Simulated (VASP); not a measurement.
# H2Pb6O in VASP: single point with PBE+D3(BJ)

Aim: the single point of H2Pb6O with PBE+D3(BJ).

All numbers are computed with VASP 6.6.1; they aren't measurements. Logs are shortened: lines on timing, memory, paths and dates and some standing lists are left out, and cuts for length are marked.

## (1) The cell of the first run

The cell holds a slab with vacuum, 18 atoms: a = 7.014 Å, b = 7.014 Å, c = 22.960 Å, α = 90.00°, β = 90.00°, γ = 90.00°.

## (2) Single point, PBE+D3(BJ)

Contents of INCAR:

```
SYSTEM = H2Pb6O
ALGO = Normal ; DIPOL = 0.5 0.5 0.541
EDIFF = 1E-6 ; ENCUT = 520
GGA = PE ; IDIPOL = 3
ISIF = 2 ; ISMEAR = 0
IVDW = 12 ; LASPH = .TRUE.
LCHARG = .FALSE. ; LDIPOL = .TRUE.
LREAL = Auto ; LWAVE = .FALSE.
NBANDS = 107 ; NELM = 60
PREC = Accurate ; SIGMA = 0.1
```

Contents of KPOINTS:

```
k-points
0
G
  3 3 1
  0 0 0
```

Contents of POSCAR:

```
H2Pb6O
1.0
    7.0141808633      0.0000000000      0.0000000000
    0.0000000000      7.0141808633      0.0000000000
    0.0000000000      0.0000000000     22.9597748529
Pb O H
12 2 4
Direct
    0.2500000000      0.2500000000      0.3484354726
    0.2500000000      0.7500000000      0.3484354726
    0.7500000000      0.2500000000      0.3484354726
    0.7500000000      0.7500000000      0.3484354726
    0.4961412684      0.5038865786      0.4598742323
    0.5104973831      0.0067334144      0.4608532634
   -0.0015258386      0.5082299219      0.4572307792
    0.0107984717      0.0022980410      0.4664632103
    0.7394797909      0.7950605828      0.5773803252
    0.7704359760      0.3009137667      0.5735609072
    0.2042966902      0.6972096845      0.5769522638
    0.2877826268      0.2305325037      0.5805484283
    0.1424658795      0.1311863048      0.6883020421
    0.9529244090      0.4663634813      0.7162586327
    0.0484720042      0.0344499462      0.6780074102
    0.0668937111      0.2433517671      0.7010988081
    0.8188643190      0.4622858819      0.7270591571
    0.9544532527      0.5394503357      0.6797369243
```

Potentials or basis: VASP PAW PBE potentials, release 64 (Pb_d, O, H).

Launch:

```console
> cat potpaw_PBE.64/Pb_d/POTCAR potpaw_PBE.64/O/POTCAR potpaw_PBE.64/H/POTCAR > POTCAR
> mpirun -np 1 vasp_std > vasp.out
```

OUTCAR:

```text
SYSTEM = H2Pb6O
   EDIFF = 1E-6
   ENCUT = 520
   GGA = PE
   ISIF = 2
   ISMEAR = 0
   IVDW = 12
   LASPH = .TRUE.
   LREAL = Auto
   NELM = 60
   PREC = Accurate
 IVDW          = 12

 ion  position               nearest neighbor table
   1  0.250  0.250  0.348-   2 3.51   3 3.51   2 3.51   3 3.51   7 3.55   5 3.56   6 3.59   8 3.63

   2  0.250  0.750  0.348-   7 3.50   4 3.51   1 3.51   1 3.51   4 3.51   5 3.54   6 3.64   8 3.65

   3  0.750  0.250  0.348-   1 3.51   4 3.51   4 3.51   1 3.51   6 3.52   7 3.54   5 3.59   8 3.70

   4  0.750  0.750  0.348-   7 3.49   3 3.51   2 3.51   3 3.51   2 3.51   5 3.56   6 3.57   8 3.72

   5  0.496  0.504  0.460-   6 3.49   7 3.49   7 3.52   6 3.53   2 3.54  10 3.54   4 3.56   1 3.56
                             3 3.59  11 3.64  12 3.67   9 3.79
   6  0.510  0.007  0.461-   9 3.46   5 3.49   8 3.51   8 3.51   3 3.52   5 3.53  12 3.53   4 3.57
                             1 3.59   2 3.64  10 3.78  11 4.05
   7  0.998  0.508  0.457-  11 3.38  10 3.44   8 3.47   4 3.49   5 3.49   2 3.50   5 3.52   3 3.54
                             1 3.55   8 3.56   9 3.87  12 3.99
   8  0.011  0.002  0.466-   7 3.47   9 3.50   6 3.51   6 3.51   7 3.56  11 3.59   1 3.63  12 3.63
                            10 3.64   2 3.65   3 3.70   4 3.72
   9  0.739  0.795  0.577-  11 3.33   6 3.46  10 3.47   8 3.50  10 3.56   5 3.79  11 3.82   7 3.87

  10  0.770  0.301  0.574-  12 3.42   7 3.44   9 3.47   5 3.54   9 3.56   8 3.64  12 3.67   6 3.78
                            11 4.12
  11  0.204  0.697  0.577-  12 3.33   9 3.33   7 3.38   8 3.59   5 3.64  12 3.79   9 3.82   6 4.05
                            10 4.12
  12  0.288  0.231  0.581-  13 2.76  11 3.33  10 3.42   6 3.53   8 3.63  10 3.67   5 3.67  11 3.79
                             7 3.99
  13  0.142  0.131  0.688-  15 0.98  16 0.99  12 2.76
  14  0.953  0.466  0.716-  17 0.97  18 0.98
  15  0.048  0.034  0.678-  13 0.98
  16  0.067  0.243  0.701-  13 0.99
  17  0.819  0.462  0.727-  14 0.97
  18  0.954  0.539  0.680-  14 0.98

  LATTYP: Found a simple tetragonal cell.
 ALAT       =     7.0141808633
 C/A-ratio  =     3.2733365877

  Lattice vectors:

 A1 = (   7.0141808633,   0.0000000000,   0.0000000000)
 A2 = (   0.0000000000,   7.0141808633,   0.0000000000)
 A3 = (   0.0000000000,   0.0000000000,  22.9597748529)

Analysis of symmetry for initial positions (statically):
=====================================================================
 Subroutine PRICEL returns:
 Original cell was already a primitive cell.

 Routine SETGRP: Setting up the symmetry group for a
 simple tetragonal supercell.

 Subroutine GETGRP returns: Found  1 space group operations
 (whereof  1 operations were pure point group operations)
 out of a pool of 16 trial point group operations.

The static configuration has the point symmetry C_1 .

Analysis of symmetry for dynamics (positions and initial velocities):
=====================================================================
 Subroutine PRICEL returns:
 Original cell was already a primitive cell.

 Routine SETGRP: Setting up the symmetry group for a
 simple tetragonal supercell.

 Subroutine GETGRP returns: Found  1 space group operations
 (whereof  1 operations were pure point group operations)
 out of a pool of 16 trial point group operations.

The dynamic configuration has the point symmetry C_1 .

 Subroutine INISYM returns: Found  1 space group operations
 (whereof  1 operations are pure point group operations),
 and found     1 'primitive' translations

----------------------------------------------------------------------------------------

                                     Primitive cell

  volume of cell :    1129.5918

  direct lattice vectors                    reciprocal lattice vectors
     7.014180863  0.000000000  0.000000000     0.142568323  0.000000000  0.000000000
     0.000000000  7.014180863  0.000000000     0.000000000  0.142568323  0.000000000
     0.000000000  0.000000000 22.959774853     0.000000000  0.000000000  0.043554434

  length of vectors
     7.014180863  7.014180863 22.959774853     0.142568323  0.142568323  0.043554434

  position of ions in fractional coordinates (direct lattice)
     0.250000000  0.250000000  0.348435473
     0.250000000  0.750000000  0.348435473
     0.750000000  0.250000000  0.348435473
     0.750000000  0.750000000  0.348435473
     0.496141268  0.503886579  0.459874232
     0.510497383  0.006733414  0.460853263
[... 10 lines left out ...]
     0.818864319  0.462285882  0.727059157
     0.954453253  0.539450336  0.679736924

  ion indices of the primitive-cell ions
   primitive index   ion index
                 1           1
                 2           2
                 3           3
                 4           4
                 5           5
                 6           6
[... 10 lines left out ...]
                17          17
                18          18

----------------------------------------------------------------------------------------

 KPOINTS: k-points

Automatic generation of k-mesh.
 Grid dimensions read from file:
 generate k-points for:    3    3    1

 Generating k-lattice:

  Cartesian coordinates                     Fractional coordinates (reciprocal lattice)
     0.047522774  0.000000000  0.000000000     0.333333333  0.000000000  0.000000000
     0.000000000  0.047522774  0.000000000     0.000000000  0.333333333  0.000000000
     0.000000000  0.000000000  0.043554434     0.000000000  0.000000000  1.000000000

  Length of vectors
     0.047522774  0.047522774  0.043554434

  Shift w.r.t. Gamma in fractional coordinates (k-lattice)
     0.000000000  0.000000000  0.000000000

 Subroutine IBZKPT returns following result:
 ===========================================

 Found      5 irreducible k-points:

 Following reciprocal coordinates:
            Coordinates               Weight
  0.000000  0.000000  0.000000      1.000000
  0.333333  0.000000  0.000000      2.000000
  0.000000  0.333333  0.000000      2.000000
  0.333333  0.333333  0.000000      2.000000
 -0.333333  0.333333  0.000000      2.000000
   k-points           NKPTS =      5   k-points in BZ     NKDIM =      5   number of bands    NBANDS=    107
   number of dos      NEDOS =    301   number of ions     NIONS =     18
   total plane-waves  NPLWV = 524880
   dimension x,y,z NGX =    54 NGY =   54 NGZ =  180
   dimension x,y,z NGXF=   108 NGYF=  108 NGZF=  360
   ions per type =              12   2   4
   NGX,Y,Z   is equivalent  to a cutoff of  12.80, 12.80, 13.03 a.u.
   NGXF,Y,Z  is equivalent  to a cutoff of  25.60, 25.60, 26.07 a.u.
 SYSTEM =  H2Pb6O
   PREC   = accura    normal or accurate (medium, high low for compatibility)
   ISTART =      0    job   : 0-new  1-cont  2-samecut
   ICHARG =      2    charge: 1-file 2-atom 10-const
   ISPIN  =      1    spin polarized calculation?
   LNONCOLLINEAR =      F non collinear calculations
   LSORBIT =      F    spin-orbit coupling
   LASPH  =      T    aspherical Exc in radial PAW
   ENCUT  =  520.0 eV  38.22 Ry    6.18 a.u.  13.04 13.04 42.69*2*pi/ulx,y,z
   NELM   =     60;   NELMIN=  2; NELMDL= -5     # of ELM steps
   EDIFF  = 0.1E-05   stopping-criterion for ELM
   LREAL  =      T    real-space projection
   EDIFFG = 0.1E-04   stopping-criterion for IOM
   NSW    =      0    number of steps for IOM
   IBRION =     -1    ionic relax: 0-MD 1-quasi-New 2-CG
   NFREE  =      0    steps in history (QN), initial steepest desc. (CG)
   ISIF   =      2    stress and relaxation
   ISYM   =      2    0-nonsym 1-usesym 2-fastsym
   POTIM  = 0.5000    time-step for ionic-motion
   TEBEG  =    0.0;   TEEND  =   0.0 temperature during run
   PSTRESS=    0.0 pullay stress
   NELECT =     184.0000    total number of electrons
   NUPDOWN=      -1.0000    fix difference up-down
   EMIN   =  10.00;   EMAX   =-10.00  energy-range for DOS
   EFERMI =   0.00;   METHOD = LEGACY
   ISMEAR =     0;   SIGMA  =   0.10  broadening in eV -4-tet -1-fermi 0-gaus
   EFERMI_NEDOS =   21; number of points for ismear=-14 and -15
   IALGO  =     38    algorithm
   IMIX   =      4    mixing-type and parameters
     AMIX     =   0.40;   BMIX     =  1.00
     AMIX_MAG =   1.60;   BMIX_MAG =  1.00
  volume/ion in A,a.u.               =      62.76       423.49
  Fermi-wavevector in a.u.,A,eV,Ry     =   0.894074  1.689555 10.876072  0.799369
  Thomas-Fermi vector in A             =   2.016233
   LORBIT       =      0    0 simple, 1 ext, 2 COOP (PROOUT), +10 PAW based schemes
   GGA     = PE    functional components
   LHFCALC =     F    Hartree Fock is set to
   AEXX    =    0.0000 exact exchange contribution
   IVDW    =    12    specifies the selected vdW correction
   LEPSILON=     F    determine dielectric tensor
   LRPA    =     F    only Hartree local field effects (RPA)
 non-spin polarized calculation
 Gauss-broadening in eV      SIGMA  =   0.10
  energy-cutoff  :      520.00
  volume of cell :     1129.59
 maximum number of plane-waves:     30456
 NGX is ok and might be reduce to    54
   NGX = 27   NGY = 27   NGZ = 85

 dipolmoment           0.000000      0.000000     -0.003200 electrons x Angstroem

 number of electron     183.9999976 magnetization

 dipolmoment           0.000000      0.000000      0.037352 electrons x Angstroem

 Free energy of the ion-electron system (eV)
  ---------------------------------------------------
  ext. energy  EPLUGINS =         0.00000000
  ---------------------------------------------------
  free energy    TOTEN  =       -69.00005745 eV

  energy without entropy =      -68.95797926  energy(sigma->0) =      -68.97901836

 E-fermi :  -0.1568     XC(G=0):  -4.4359

 val. band max:       -0.2620496526   @ k =  -0.3333   0.3333   0.0000
 cond. band min:      -0.1330854957   @ k =   0.3333   0.3333   0.0000
 fundamental gap:      0.1289641569
 Fermi energy:        -0.1567539894

 k-point     1 :       0.0000    0.0000    0.0000
  band No.  band energies     occupation
      1     -22.2090      2.00000
      2     -21.6006      2.00000
      3     -17.3096      2.00000
      4     -17.2963      2.00000
      5     -17.2870      2.00000
      6     -17.2757      2.00000
[... 96 lines left out ...]
    103       2.5802      0.00000
    104       2.7812      0.00000

 k-point     2 :       0.3333    0.0000    0.0000
  band No.  band energies     occupation
      1     -22.2090      2.00000
      2     -21.6006      2.00000
      3     -17.3020      2.00000
      4     -17.2751      2.00000
      5     -17.2675      2.00000
      6     -17.2619      2.00000
[... 96 lines left out ...]
    103       2.4432      0.00000
    104       2.6294      0.00000

 k-point     3 :       0.0000    0.3333    0.0000
  band No.  band energies     occupation
      1     -22.2086      2.00000
      2     -21.6013      2.00000
      3     -17.2941      2.00000
      4     -17.2826      2.00000
      5     -17.2693      2.00000
      6     -17.2600      2.00000
[... 96 lines left out ...]
    103       2.4462      0.00000
    104       2.6704      0.00000

 k-point     4 :       0.3333    0.3333    0.0000
  band No.  band energies     occupation
      1     -22.2086      2.00000
      2     -21.6013      2.00000
      3     -17.2865      2.00000
      4     -17.2707      2.00000
      5     -17.2633      2.00000
      6     -17.2429      2.00000
[... 96 lines left out ...]
    103       2.0502      0.00000
    104       2.3168      0.00000

 k-point     5 :      -0.3333    0.3333    0.0000
  band No.  band energies     occupation
      1     -22.2086      2.00000
      2     -21.6013      2.00000
      3     -17.2853      2.00000
      4     -17.2722      2.00000
      5     -17.2631      2.00000
      6     -17.2406      2.00000
[... 96 lines left out ...]
    103       1.9471      0.00000
    104       2.2333      0.00000
 [bands above 104 left out]

------------------------ aborting loop because EDIFF is reached ----------------------------------------

 vacuum level on the upper side and lower side of the slab       (xc-potential included)         0.052        -0.179

 Edisp (eV)   -3.61904

 E8    (eV) :    -1.8540

  FORCE on cell =-STRESS in cart. coord.  units (eV):
  Direction    XX          YY          ZZ          XY          YZ          ZX
  --------------------------------------------------------------------------------------
  -------------------------------------------------------------------------------------
  Total      -5.05353    -4.84598    -0.24157    -0.27560    -0.01559    -0.00334
  in kB      -7.16777    -6.87339    -0.34264    -0.39091    -0.02211    -0.00474
  external pressure =       -4.79 kB  Pullay stress =        0.00 kB

 VOLUME and BASIS-vectors are now :
 -----------------------------------------------------------------------------
  energy-cutoff  :      520.00
  volume of cell :     1129.59
      direct lattice vectors                 reciprocal lattice vectors
     7.014180863  0.000000000  0.000000000     0.142568323  0.000000000  0.000000000
     0.000000000  7.014180863  0.000000000     0.000000000  0.142568323  0.000000000
     0.000000000  0.000000000 22.959774853     0.000000000  0.000000000  0.043554434

 POSITION                                       TOTAL-FORCE (eV/Angst)
 -----------------------------------------------------------------------------------
      1.75355      1.75355      8.00000        -0.049982     -0.067667     -0.010930
      1.75355      5.26064      8.00000        -0.001953      0.162822      0.038995
      5.26064      1.75355      8.00000        -0.024915     -0.156201      0.045952
      5.26064      5.26064      8.00000         0.072793      0.066071     -0.057862
      3.48002      3.53435     10.55861        -0.000017     -0.000566     -0.000755
      3.58072      0.04723     10.58109        -0.002101      0.002319     -0.003998
[... 10 lines left out ...]
      5.74366      3.24256     16.69311        -0.065939     -0.017470      0.048802
      6.69471      3.78380     15.60661         0.033723      0.038946     -0.063686
 -----------------------------------------------------------------------------------
    total drift:                                0.005443     -0.005893      0.036119

  FREE ENERGIE OF THE ION-ELECTRON SYSTEM (eV)
  ---------------------------------------------------
  free  energy   TOTEN  =       -72.6190953239 eV

  energy  without entropy=      -72.5770171392  energy(sigma->0) =      -72.59805623

 vacuum level on the upper side and lower side of the slab         3.829         3.638
```

Run time: 18 min. Hardware: 1 thread of Intel Xeon 6975P-C (Granite Rapids), shared host; peak memory 1.2 GiB.

Results:

* Free energy: -72.6191 eV
* Largest force: 0.167 eV/Å
* Band gap on the k mesh: zero (bands 92 and 93 overlap by 0.02 eV)
* Dispersion energy per atom: -0.201 eV

Forces in eV/Å, atoms in the order of the input:
```
Pb  -0.050 -0.068 -0.011
Pb  -0.002  0.163  0.039
Pb  -0.025 -0.156  0.046
Pb   0.073  0.066 -0.058
Pb   0.000 -0.001 -0.001
Pb  -0.002  0.002 -0.004
Pb  -0.002 -0.002 -0.004
Pb   0.003  0.003 -0.004
Pb   0.000 -0.001 -0.002
Pb   0.005 -0.002 -0.008
Pb   0.000  0.003  0.009
Pb  -0.002 -0.002  0.005
O    0.071  0.014 -0.010
O    0.032 -0.035  0.008
H   -0.050 -0.095 -0.029
H   -0.018  0.089  0.038
H   -0.066 -0.017  0.049
H    0.034  0.039 -0.064
```

Caveat: spin-orbit coupling is left out, which moves the levels of the heavy elements.

The gap in the log of VASP goes by the Fermi energy; the results here count the filled bands.